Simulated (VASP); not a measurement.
Input of a VASP 6.6.1 run:

Contents of INCAR:

```
ALGO = Normal
EDIFF = 1E-6
ENCUT = 520
GGA = PS
ISIF = 2
ISMEAR = 0
LASPH = True
LCHARG = False
LREAL = False
LWAVE = False
NBANDS = 42
NELM = 80
PREC = Accurate
SIGMA = 0.15
```

The input KPOINTS:

```
k-points
0
Gamma
  12 6 10
```

The input POSCAR:

```
TiSi
1.0
    3.4567600234      0.0000000000      0.0000000000
    0.0000000000      7.2754224254      0.0000000000
    0.0000000000      0.0000000000      3.8114663400
Ti Si
4 4
Direct
    0.0000000000      0.5000000000      0.0507500000
    0.5000000000      0.5000000000      0.5507500000
    0.5000000000      0.0000000000      0.5507500000
    0.0000000000      0.0000000000      0.0507500000
    0.0000000000      0.7500000000      0.5507500000
    0.0000000000      0.2500000000      0.5507500000
    0.5000000000      0.2500000000      0.0507500000
    0.5000000000      0.7500000000      0.0507500000
```

Potentials or basis: VASP PAW PBE potentials, release 64 (Ti_sv, Si).

Launch:

```sh
$ cat potpaw_PBE.64/Ti_sv/POTCAR potpaw_PBE.64/Si/POTCAR > POTCAR
$ mpirun -np 1 vasp_std > vasp.out
```

(1) Estimate the pressure.

(2) What does it give for the band gap on the k mesh?

## Answers

(1) 32.9 GPa.

(2) zero (band 32 reaches 13.22 eV, above the bottom of band 33 at 11.82 eV).

Caveat: the cell differs from its parent crystal (strain -0.040 along x and y, -0.080 along z); the PAW data sets were made with another functional, which shifts forces and pressure a little.
